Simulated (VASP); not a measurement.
Runs of VASP 6.6.1 on CaO. The structure is that of space group Pm-3m (No. 221), or close to it. The cells are those of the table. 

```tsv
level	cell	gap on the mesh (eV)	pressure (GPa)
r2SCAN	a = 2.960 Å, 2 atoms	3.29	-5.5
PBE	a = 2.934 Å, 2 atoms	2.77	0.6
r2SCAN	a = 2.903 Å, 2 atoms	3.28	(c)
PBE	a = 2.963 Å, 2 atoms	2.77	(b)
r2SCAN	a = 2.874 Å, 2 atoms	3.27	5.2
PBE	a = 2.904 Å, 2 atoms	2.76	4.2
PBE	a = 2.874 Å, 2 atoms	2.74	(a)
PBE	a = 2.991 Å, 2 atoms	2.77	-5.0
```

Alike in all rows: task single point; potentials or basis VASP PAW PBE potentials, release 64 (Ca_sv, O); no spin polarisation; k mesh 8 × 8 × 8; cutoff (eV) 520; smearing gaussian 0.01 eV.

Q: Estimate the missing entries.

A: (a) 8.4; (b) -2.4; (c) 1.0.

Caveats: the PAW data sets were made with another functional, which shifts forces and pressure a little (some runs).

A k mesh can miss the band edges.
